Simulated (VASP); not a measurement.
Set up this calculation in VASP 6.6.1, as the native input.

```
Task                   : single point
Functional             : r2SCAN
Potentials or basis    : VASP PAW PBE potentials, release 64 (Zr_sv, B)
Cutoff                 : 520 eV
k mesh                 : 12 × 12 × 12
Occupations            : gaussian, width 0.05 eV
Spin                   : no spin polarisation
Dipole correction      : no
Further INCAR settings : ALGO = Normal; EDIFF = 1e-06; NBANDS = 14
```

ZrB:

```xyz
2
Lattice="0.0000 2.4547 2.4547 2.4547 0.0000 2.4547 2.4547 2.4547 0.0000" Properties=species:S:1:pos:R:3 pbc="T T T"
Zr    2.4547    2.4547    2.4547
B     0.0000    0.0000    0.0000
```

One way to write it, as run:

POSCAR

```
ZrB
1.0
    0.0000000000      2.4546525569      2.4546525569
    2.4546525569      0.0000000000      2.4546525569
    2.4546525569      2.4546525569      0.0000000000
Zr B
1 1
Direct
    0.5000000000      0.5000000000      0.5000000000
    0.0000000000      0.0000000000      0.0000000000
```

INCAR.step1

```
SYSTEM = ZrB
PREC = Accurate
ENCUT = 520
ISMEAR = 0
SIGMA = 0.05
LREAL = .FALSE.
LASPH = .TRUE.
NELM = 80
NBANDS = 14
GGA = PE
ALGO = Normal
EDIFF = 1E-4
LWAVE = .TRUE.
LCHARG = .FALSE.
```

INCAR.step2

```
SYSTEM = ZrB
PREC = Accurate
ENCUT = 520
EDIFF = 1E-6
ISMEAR = 0
SIGMA = 0.05
LREAL = .FALSE.
LASPH = .TRUE.
NELM = 80
ALGO = Normal
ISIF = 2
LWAVE = .FALSE.
LCHARG = .TRUE.
METAGGA = R2SCAN
LMIXTAU = .TRUE.
LELF = .TRUE.
LVHAR = .TRUE.
NBANDS = 14
ISTART = 1
```

KPOINTS

```
Automatic mesh
0
G
  12 12 12
  0 0 0
```

Potentials or basis: VASP PAW PBE potentials, release 64 (Zr_sv, B).

Run with:

```bash
$ cat potpaw_PBE.64/Zr_sv/POTCAR potpaw_PBE.64/B/POTCAR > POTCAR
$ cp INCAR.step1 INCAR
$ mpirun -np 1 vasp_std > vasp.out
$ cp INCAR.step2 INCAR
$ mpirun -np 1 vasp_std > vasp.out
```

Results of the run:

```json
{
 "Pressure": "0.3 GPa",
 "Band gap on the k mesh": "zero (an odd number of electrons rules out a gap without spin polarisation)"
}
```

Caveat: the PAW data sets were made with another functional, which shifts forces and pressure a little.

Run time: 3.9 min on 1 thread of Intel Xeon 8259CL, on a shared host, peak memory 0.18 GiB.
